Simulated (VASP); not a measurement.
Input of a VASP 6.6.1 run:

INCAR

```
SYSTEM = HfC
PREC = Accurate ; ENCUT = 520
EDIFF = 1E-8 ; ISMEAR = -1
SIGMA = 0.05 ; LREAL = .FALSE.
LASPH = .TRUE. ; NELM = 60
ALGO = Normal ; ISIF = 2
LWAVE = .FALSE. ; LCHARG = .FALSE.
GGA = PS ; LEFG = .TRUE.
NBANDS = 14
```

KPOINTS

```
Automatic mesh
0
G
  11 11 11
  0 0 0
```

POSCAR

```
HfC
1.0
    0.0000000000      2.3250000000      2.3250000000
    2.3250000000      0.0000000000      2.3250000000
    2.3250000000      2.3250000000      0.0000000000
Hf C
1 1
Direct
    0.5000000000      0.5000000000      0.5000000000
    0.0000000000      0.0000000000      0.0000000000
```

Potentials or basis: VASP PAW PBE potentials, release 64 (Hf_pv, C).

Command:

```bash
$ cat potpaw_PBE.64/Hf_pv/POTCAR potpaw_PBE.64/C/POTCAR > POTCAR
$ mpirun -np 1 vasp_std > vasp.out
```

Task: What does it give for the pressure?

Result: -6.9 GPa.

Task: Predict the band gap on the k mesh.

Result: Zero (bands 7 and 8 overlap by 1.45 eV).

Caveat: the cell stands under tension; the PAW data sets were made with another functional, which shifts forces and pressure a little; spin-orbit coupling is left out, which moves the levels of the heavy elements.
